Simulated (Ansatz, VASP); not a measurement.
## TlBr: VASP beside Ansatz

File INCAR:

```
SYSTEM = TlBr
PREC = Accurate
ENCUT = 400
EDIFF = 1E-6
ISMEAR = 0
SIGMA = 0.01
LREAL = .False.
LASPH = .True.
NELM = 200
ALGO = Normal
ISIF = 2
LWAVE = .False.
LCHARG = .False.
MAGMOM = 0 0 0 0 0 0
LORBIT = 11
LSORBIT = .True.
GGA_COMPAT = .False.
LORBMOM = .True.
GGA = PE
NBANDS = 32
NELMDL = -8
```

File KPOINTS:

```
regular mesh
0
Gamma
  1 1 1
  0 0 0
```

Contents of POSCAR:

```
TlBr
1.0
    9.0000000000      0.0000000000      0.0000000000
    0.0000000000      9.0000000000      0.0000000000
    0.0000000000      0.0000000000     11.6900000000
Tl Br
1 1
Direct
    0.5000000000      0.5000000000      0.3849444000
    0.5000000000      0.5000000000      0.6153558600
```

Input for Ansatz:

```yaml
crystal:
  lattice:
    - [9.0, 0.0, 0.0]
    - [0.0, 9.0, 0.0]
    - [0.0, 0.0, 11.69]
  atoms:
    - { symbol: Tl, position: [0.5, 0.5, 0.3849444] }
    - { symbol: Br, position: [0.5, 0.5, 0.61535586] }
basis:
  ecutwfc: 420
  ecutrho_ratio: 4
kpoints:
  mp_grid: { grid: [1, 1, 1] }
hamiltonian:
  xc: pbe
scf:
  occupations: { method: gaussian, width: 0.01 }
output:
  forces: true
  eigenvalues: true
  populations: true
  write_density: true
  write_potential: true
  elf: true
  volumetric_format: npy
magnetization:
  noncollinear: true
  spin_orbit: true
```

Alike in both runs: task single point; functional PBE; k mesh 1 × 1 × 1; occupations gaussian, width 0.01 eV; non-collinear spin, spin-orbit coupling.

|  | VASP | Ansatz |
| --- | --- | --- |
| version | VASP 6.6.1 | Ansatz 0.2.0 |
| potentials or method | VASP PAW PBE potentials, release 64 (Tl_d, Br), cutoff 400 eV | plane waves, PAW |
| valence electrons in the cell | 20 | 20 |

```csv
,VASP,Ansatz,Ansatz less VASP
rms of the force components (eV/Å),0.115,0.137,+0.0219
net moment per atom (μB),0.00,0.00,0.000
```

Atom by atom the forces differ by 0.022 eV/Å (rms over components). Ansatz's warnings: xc potential rough in thin density.
